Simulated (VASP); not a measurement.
Mg2Si:

```
Si Mg
1.0
     0.00000    3.16896    3.16896
     3.16896    0.00000    3.16896
     3.16896    3.16896    0.00000
Si Mg
1 2
Direct
  0.00000 0.00000 0.00000
  0.25000 0.25000 0.25000
  0.75000 0.75000 0.75000
```

Base run:

* Program: VASP 6.6.1
* Functional: PBE
* Potentials or basis: VASP PAW PBE potentials, release 64 (Si, Mg)
* Cutoff: 600 eV
* k mesh: 8 × 8 × 8
* Occupations: gaussian, width 0.01 eV
* Spin: no spin polarisation

Its results: band gap on the k mesh 0.20 eV (least direct gap 1.91 eV); pressure 0.6 GPa.

Problem. The run is repeated on the same cell with these changes: functional from PBE to r2SCAN; cutoff from 600 eV to 660 eV; k mesh from 8 × 8 × 8 to 6 × 6 × 6. What comes out?

Solution. Band gap on the k mesh 0.44 eV (least direct gap 2.48 eV); pressure -0.3 GPa.

Several settings changed at once.

Caveats: the structure was generated, so it needn't be the stable form of Mg2Si; semilocal functionals underestimate gaps, and a narrow one can read as zero; the PAW data sets were made with another functional, which shifts forces and pressure a little (at least some runs).

A k mesh can miss the band edges.
